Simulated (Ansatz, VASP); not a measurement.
Se in VASP and in Ansatz

Contents of POSCAR:

```
Se
1.0
    3.6397805508      0.0000000000      0.0000000000
   -1.8198902754      3.1521424212      0.0000000000
    0.0000000000      0.0000000000      9.9132234514
Se
4
Direct
    0.0000000000      0.0000000000      0.2500000000
    0.0000000000      0.0000000000      0.7500000000
    0.3333333333      0.6666666667      0.7500000000
    0.6666666667      0.3333333333      0.2500000000
```

Contents of INCAR.step1:

```
SYSTEM = Se
PREC = Accurate ; ENCUT = 600
ISMEAR = 0 ; SIGMA = 0.1
LREAL = .FALSE. ; LASPH = .TRUE.
NELM = 100 ; GGA = PE
ALGO = Normal ; EDIFF = 1E-4
LWAVE = .TRUE. ; LCHARG = .FALSE.
```

INCAR.step2

```
SYSTEM = Se
PREC = Accurate ; ENCUT = 600
EDIFF = 1E-6 ; ISMEAR = 0
SIGMA = 0.1 ; LREAL = .FALSE.
LASPH = .TRUE. ; NELM = 100
ALGO = Normal ; ISIF = 3
LWAVE = .FALSE. ; LCHARG = .FALSE.
METAGGA = R2SCAN ; LMIXTAU = .TRUE.
IBRION = 2 ; NSW = 90
EDIFFG = -0.04 ; ISTART = 1
```

KPOINTS

```
Automatic mesh
0
G
  6 6 2
  0 0 0
```

Input for Ansatz:

```yaml
crystal:
  lattice:
    - [3.6397805508, 0.0, 0.0]
    - [-1.8198902754, 3.1521424212, 0.0]
    - [0.0, 0.0, 9.9132234514]
  atoms:
    - { symbol: Se, position: [0.0, 0.0, 0.25] }
    - { symbol: Se, position: [0.0, 0.0, 0.75] }
    - { symbol: Se, position: [0.3333333333, 0.6666666667, 0.75] }
    - { symbol: Se, position: [0.6666666667, 0.3333333333, 0.25] }
basis:
  ecutwfc: 500
kpoints:
  mp_grid: { grid: [6, 6, 2] }
hamiltonian:
  xc: r2scan
scf:
  occupations: { method: gaussian, width: 0.1 }
  lower_state_search: "off"
output:
  forces: true
  stress: true
  eigenvalues: true
relax:
  adjacent_minimum: "off"
  f_tol: 0.04
  max_steps: 70
  cell: { stress_tol: 0.4 }
```

Alike in both runs: task relaxation of cell and atoms; functional r2SCAN; k mesh 6 × 6 × 2; occupations gaussian, width 0.1 eV; no spin polarisation.

|  | VASP | Ansatz |
| --- | --- | --- |
| version | VASP 6.6.1 | Ansatz 0.2.0 |
| potentials or method | VASP PAW PBE potentials, release 64 (Se), cutoff 600 eV | scalar-relativistic, plane waves, PAW |
| valence electrons in the cell | 24 | 64 |

|  | VASP | Ansatz | Ansatz less VASP |
| --- | --- | --- | --- |
| gap on the k mesh at the Fermi level, each at its own relaxed structure (eV) | none | none | - |
| relaxed volume (Å³/atom) | 25.19 | 25.15 | -0.034 |
| relaxed cell length with the largest relative difference (Å) | 4.527 | 4.521 | -0.0058 |

VASP's potentials were made for PBE, not for r2SCAN. A gap of «none» marks a metal or a gap that the smearing closes. VASP's potentials hold 24 valence electrons a cell and Ansatz's 64, so a difference there can come from the potentials and not from the codes.

Noted on VASP's run: too few bands were computed for a metal, which touches its energy and stress.
